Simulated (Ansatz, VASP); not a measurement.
**Cd: VASP beside Ansatz**

```
Cd
1.0
     0.00000    2.31679    2.31679
     2.31679    0.00000    2.31679
     2.31679    2.31679    0.00000
Cd
1
Direct
  0.00000 0.00000 0.00000
```

Alike in both runs: task single point; functional PBEsol; k mesh 16 × 16 × 16; occupations gaussian, width 0.1 eV; no spin polarisation.

|  | VASP | Ansatz |
| --- | --- | --- |
| version | VASP 6.6.1 | Ansatz 0.2.0 |
| potentials or method | VASP PAW PBE potentials, release 64 (Cd), cutoff 520 eV | scalar-relativistic, plane waves, PAW |
| valence electrons in the cell | 12 | 20 |

```csv
,VASP,Ansatz,Ansatz less VASP
gap on the k mesh at the Fermi level (eV),none,none,-
pressure (GPa),-5.8,-6.0,-0.19
```

VASP's potentials were made for PBE, not for PBEsol. A gap of «none» marks a metal or a gap that the smearing closes. With one functional, cell and mesh, what is left measures potentials, basis and numerics. VASP's potentials hold 12 valence electrons a cell and Ansatz's 20, so a difference there can come from the potentials and not from the codes.
